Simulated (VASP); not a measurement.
Crystal: MnAs.

```
As Mn
1.0
     3.71000    0.00000    0.00000
    -1.85500    3.21295    0.00000
     0.00000    0.00000    5.69100
As Mn
2 2
Direct
  0.66667 0.33333 0.75000
  0.33333 0.66667 0.25000
  0.00000 0.00000 0.50000
  0.00000 0.00000 0.00000
```

| Property | Result |
| --- | --- |
| Program | VASP 6.6.1 |
| Task | relaxation of cell and atoms |
| Functional | PBE |
| Potentials or basis | VASP PAW PBE potentials, release 64 (As, Mn_pv) |
| Cutoff | 600 eV |
| k mesh | 8 × 8 × 5 |
| Occupations | fermi-dirac, width 0.05 eV |
| Spin | collinear spin, ferromagnetic start |
| Starting moments | [0.0, 0.0, 4.0, 4.0] μB |

At the start: pressure -3.4 GPa; volume 16.96 Å³/atom.

Task: How do energy, volume and symmetry change on relaxing?

Result: Over 6 steps the energy falls by 13.7 meV/atom and the volume is 15.88 Å³/atom (-6.3 %); space group P6_3/mmc (No. 194, to 0.1 Å) before and after; moment 5.59 μB per cell.

The path:
```csv
step,energy change (eV),largest force (eV/Å),pressure (GPa),volume (Å³)
1,0.0000,0.0000,-3.42,67.84
2,-0.0519,0.0000,-0.84,64.34
3,-0.0538,0.0000,0.61,63.05
4,-0.0547,0.0000,-0.04,63.55
5,-0.0547,0.0000,0.07,63.47
6,-0.0547,0.0000,-0.01,63.53
```

Final structure:
```
As Mn
1.0
     3.65148    0.00000    0.00000
    -1.82574    3.16228    0.00000
     0.00000    0.00000    5.50196
As Mn
2 2
Direct
  0.66667 0.33333 0.75000
  0.33333 0.66667 0.25000
  0.00000 0.00000 0.50000
  0.00000 0.00000 0.00000
```

Caveat: the run started ferromagnetic, and an antiferromagnetic order may lie lower in energy.
